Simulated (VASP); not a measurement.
Input of a VASP 6.6.1 run:

File INCAR:

```
  PREC = Accurate
  ENCUT = 520
  EDIFF = 1E-6
  ISMEAR = -1
  SIGMA = 0.02
  LREAL = F
  LASPH = T
  NELM = 60
  ALGO = Normal
  ISIF = 2
  LWAVE = F
  LCHARG = F
  NBANDS = 16
```

The input KPOINTS:

```
Automatic mesh
0
Gamma
  15 15 5
```

POSCAR

```
C
1.0
    1.2402076516     -2.1481232077      0.0000000000
    1.2402076516      2.1481232077      0.0000000000
    0.0000000000      0.0000000000      7.2442948323
C
4
Direct
    0.9166205400      0.0833794600      0.7531376000
    0.4166205400      0.5833794600      0.2468624000
    0.0833794600      0.9166205400      0.2468624000
    0.5833794600      0.4166205400      0.7531376000
```

Potentials or basis: VASP PAW LDA potentials, release 64 (C).

The run is started by

```bash
$ cat potpaw_LDA.64/C/POTCAR > POTCAR
$ mpirun -np 1 vasp_std > vasp.out
```

Task: What does it give for the largest force?

Result: 0.025 eV/Å.

Task: What does it give for the pressure?

Result: -10.5 GPa.

Forces in eV/Å, atoms in the order of the input:
```
C    0.000 -0.025 -0.002
C    0.000 -0.025  0.002
C    0.000  0.025  0.002
C    0.000  0.025 -0.002
```
